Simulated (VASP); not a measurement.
A run of VASP 6.6.1 is set up as follows.

File INCAR:

```
ALGO     = Fast           # electronic algorithm
EDIFF    = 1E-7           # SCF threshold, eV
EDIFFG   = -0.01          # ionic threshold
ENCUT    = 600            # plane-wave cutoff, eV
GGA      = PE             # functional
IBRION   = 2              # ionic algorithm
ISIF     = 3              # what is computed and relaxed
ISMEAR   = 0              # smearing method
LASPH    = T              # aspherical terms in the spheres
LCHARG   = F              # write CHGCAR
LREAL    = F              # projectors in reciprocal space
LWAVE    = F              # write WAVECAR
NELM     = 80             # most SCF steps
NSW      = 100            # ionic steps
PREC     = Accurate       # precision mode
SIGMA    = 0.1            # smearing width, eV
```

Contents of KPOINTS:

```
k-points
0
Gamma
  10 10 10
```

The input POSCAR:

```
Sn3Te
1.0
   -3.1358581697      3.1358581697      3.1358581697
    3.1358581697     -3.1358581697      3.1358581697
    3.1358581697      3.1358581697     -3.1358581697
Sn Te
3 1
Direct
    0.0000000000      0.5000000000      0.5000000000
    0.5000000000      0.0000000000      0.5000000000
    0.5000000000      0.5000000000      0.0000000000
    0.0000000000      0.0000000000      0.0000000000
```

Potentials or basis: VASP PAW PBE potentials, release 64 (Sn_d, Te).

The run is started by

```sh
$ cat potpaw_PBE.64/Sn_d/POTCAR potpaw_PBE.64/Te/POTCAR > POTCAR
$ mpirun -np 1 vasp_std > vasp.out
```

Question: Estimate the relaxed volume.

Answer: 30.61 Å³/atom.

Question: Predict the space group after relaxing (to 0.1 Å).

Answer: Im-3m (No. 229).

Final structure:
```
Sn Te
1.0
    -3.12827    3.12827    3.12827
     3.12827   -3.12827    3.12827
     3.12827    3.12827   -3.12827
Sn Te
3 1
Cartesian
  3.1283 0.0000 0.0000
  0.0000 3.1283 0.0000
  0.0000 0.0000 3.1283
  0.0000 0.0000 0.0000
```
